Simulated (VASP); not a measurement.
## Sc2Cd: single point with PBE

Sc2Cd:

```
CELL_PARAMETERS angstrom
0.00000 3.42400 3.42400
3.42400 0.00000 3.42400
3.42400 3.42400 0.00000
ATOMIC_POSITIONS crystal
Sc 0.25000 0.25000 0.25000
Sc 0.75000 0.75000 0.75000
Cd 0.00000 0.00000 0.00000
```

| Quantity | Value |
| --- | --- |
| Program | VASP 6.6.1 |
| Task | single point |
| Functional | PBE |
| Potentials or basis | VASP PAW PBE potentials, release 64 (Sc_sv, Cd) |
| Cutoff | 520 eV |
| k mesh | 12 × 12 × 12 |
| Occupations | gaussian, width 0.1 eV |
| Spin | no spin polarisation |
| Dipole correction | no |
| Further INCAR settings | ALGO = Fast; EDIFF = 1e-07; NBANDS = 24 |

The pressure is 0.0 GPa and the band gap on the k mesh is zero (bands 17 and 18 overlap by 0.22 eV).

Levels at points of the mesh, in eV from the Fermi level:
```tsv
k point	band 13	band 14	band 15	band 16	band 17	band 18	band 19	band 20	band 21	band 22
(0.00, 0.00, 0.00)	-8.47	-6.11	-0.83	-0.83	-0.83	0.04	0.04	2.47	2.47	2.48
(0.50, 0.00, 0.00)	-8.45	-4.44	-2.59	-0.25	-0.25	0.78	0.78	1.28	1.36	1.36
(0.50, 0.50, 0.00)	-8.42	-3.83	-2.65	-0.45	0.20	0.22	0.35	0.35	1.67	1.67
```

Run time: 87 s on 1 thread of Intel(R) Xeon(R) 6975P-C (Granite Rapids), on a shared host, peak memory 0.29 GiB.
